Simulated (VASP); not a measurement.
A run of VASP 6.6.1 is set up as follows.

The input INCAR:

```
PREC     = Accurate       # precision mode
ENCUT    = 500            # plane-wave cutoff, eV
EDIFF    = 1E-6           # SCF threshold, eV
ISMEAR   = -1             # smearing method
SIGMA    = 0.08           # smearing width, eV
LREAL    = False          # projectors in reciprocal space
LASPH    = True           # aspherical terms in the spheres
NELM     = 120            # most SCF steps
ALGO     = Normal         # electronic algorithm
ISIF     = 2              # what is computed and relaxed
LWAVE    = False          # write WAVECAR
LCHARG   = False          # write CHGCAR
GGA      = PS             # functional
NBANDS   = 22             # bands
GGA_COMPAT= False
```

KPOINTS

```
regular mesh
0
Gamma
  14 10 14
```

POSCAR

```
Rh
1.0
   -1.8904315232      1.8904315232      0.0000000000
    0.0000000000      0.0000000000      3.7808630465
    1.8904315232      1.8904315232      0.0000000000
Rh
2
Direct
    0.0000000000      0.0000000000      0.0000000000
    0.5000000000      0.5000000000      0.5000000000
```

Potentials or basis: VASP PAW PBE potentials, release 64 (Rh_pv).

The run is started by

```bash
$ cat potpaw_PBE.64/Rh_pv/POTCAR > POTCAR
$ mpirun -np 1 vasp_std > vasp.out
```

(1) Estimate the pressure.

(2) What does it give for the band gap on the k mesh?

## Answers

(1) 0.0 GPa.

(2) zero (bands 15 and 16 overlap by 2.54 eV).

Caveat: the PAW data sets were made with another functional, which shifts forces and pressure a little.
